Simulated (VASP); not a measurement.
Set up this calculation in VASP 6.6.1, as the native input.

```
Task                   : single point
Functional             : r2SCAN
Potentials or basis    : VASP PAW PBE potentials, release 64 (C)
Cutoff                 : 520 eV
k mesh                 : 10 × 10 × 3
Occupations            : gaussian, width 0.05 eV
Spin                   : no spin polarisation
Dipole correction      : no
Further INCAR settings : ALGO = Normal; EDIFF = 1e-06; NBANDS = 31; ISYM = 0
```

C:

```
C
1.0
    -2.51134    0.00000    0.00000
    -1.25567   -2.17488    0.00000
     1.25567    0.72496   11.08600
C
10
Cartesian
  0.7526 0.4345 6.9649
  -3.0144 -1.7403 5.4258
  0.7526 0.4345 9.5658
  -3.0144 -1.7403 2.8250
  -0.5030 -0.2904 0.7701
  -3.0144 -1.7403 1.2847
  -0.5030 -0.2904 7.4828
  -1.7587 -1.0154 4.9080
  -0.5030 -0.2904 9.0481
  -1.7587 -1.0154 3.3427
```

One way to write it, as run:

POSCAR

```
C
1.0
   -2.5113391176      0.0000000000      0.0000000000
   -1.2556695588     -2.1748834734      0.0000000000
    1.2556695588      0.7249611578     11.0859979276
C
10
Direct
    0.0096217538      0.0096217538      0.6282652613
    0.9633441441      0.9633441441      0.4894324323
    0.0878253137      0.0878253137      0.8628759412
    0.8851405842      0.8851405842      0.2548217525
    0.1566884105      0.1566884105      0.0694652315
    0.8388284568      0.8388284568      0.1158853704
    0.3585271887      0.3585271887      0.6749815662
    0.6144387092      0.6144387092      0.4427161275
    0.4055914909      0.4055914909      0.8161744728
    0.5673744069      0.5673744069      0.3015232208
```

INCAR.step1

```
SYSTEM = C
PREC = Accurate
ENCUT = 520
ISMEAR = 0
SIGMA = 0.05
LREAL = .False.
LASPH = .True.
NELM = 80
NBANDS = 31
ISYM = 0
GGA = PE
ALGO = Normal
EDIFF = 1E-4
LWAVE = .True.
LCHARG = .False.
```

INCAR.step2

```
SYSTEM = C
PREC = Accurate
ENCUT = 520
EDIFF = 1E-6
ISMEAR = 0
SIGMA = 0.05
LREAL = .False.
LASPH = .True.
NELM = 80
ALGO = Normal
ISIF = 2
LWAVE = .False.
LCHARG = .False.
METAGGA = R2SCAN
LMIXTAU = .True.
NBANDS = 31
ISYM = 0
ISTART = 1
```

KPOINTS

```
regular mesh
0
Gamma
  10 10 3
  0 0 0
```

Potentials or basis: VASP PAW PBE potentials, release 64 (C).

The run is started by

```console
$ cat potpaw_PBE.64/C/POTCAR > POTCAR
$ cp INCAR.step1 INCAR
$ mpirun -np 1 vasp_std > vasp.out
$ cp INCAR.step2 INCAR
$ mpirun -np 1 vasp_std > vasp.out
```

Results of the run:

* Pressure: -8.5 GPa
* Largest force: 3.027 eV/Å
* Band gap on the k mesh: 2.16 eV, indirect (least direct gap 2.57 eV)

Caveat: the PAW data sets were made with another functional, which shifts forces and pressure a little.

Wall time 18 min on 1 thread of Oxide Virtual Turin-like Processor, on a shared host, peak memory 0.27 GiB.
